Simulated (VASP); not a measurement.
The system is Sb.

```
CELL_PARAMETERS angstrom
-1.72500 1.72500 1.72500
1.72500 -1.72500 1.72500
1.72500 1.72500 -1.72500
ATOMIC_POSITIONS crystal
Sb 0.00000 0.00000 0.00000
```

* Program: VASP 6.6.1
* Task: relaxation of cell and atoms
* Functional: PBEsol
* Potentials or basis: VASP PAW PBE potentials, release 64 (Sb)
* Cutoff: 600 eV
* k mesh: 10 × 10 × 10
* Occupations: fermi-dirac, width 0.1 eV
* Spin: no spin polarisation

At the start: pressure 28.1 GPa; volume 20.53 Å³/atom.

**Question.** Where does the relaxation end?

**Answer.** Over 4 steps the energy falls by 399.2 meV/atom and the volume is 26.23 Å³/atom (+27.8 %); space group Im-3m (No. 229, to 0.05 Å).

Step by step:
| step | energy change (eV) | largest force (eV/Å) | pressure (GPa) | volume (Å³) |
| --- | --- | --- | --- | --- |
| 1 | 0.0000 | 0.0000 | 28.14 | 20.53 |
| 2 | -0.1395 | 0.0000 | -9.54 | 33.22 |
| 3 | -0.3990 | 0.0000 | -0.41 | 26.36 |
| 4 | -0.3992 | 0.0000 | -0.09 | 26.23 |

Final structure:
```xyz
1
Lattice="-1.8718 1.8718 1.8718 1.8718 -1.8718 1.8718 1.8718 1.8718 -1.8718" Properties=species:S:1:pos:R:3 pbc="T T T"
Sb    0.0000    0.0000    0.0000
```

Caveat: the volume moved by over 15 % at a fixed basis, so the end points are rough; the PAW data sets were made with another functional, which shifts forces and pressure a little; the volume moved by +28 % from the deposited cell, more than functionals usually miss.
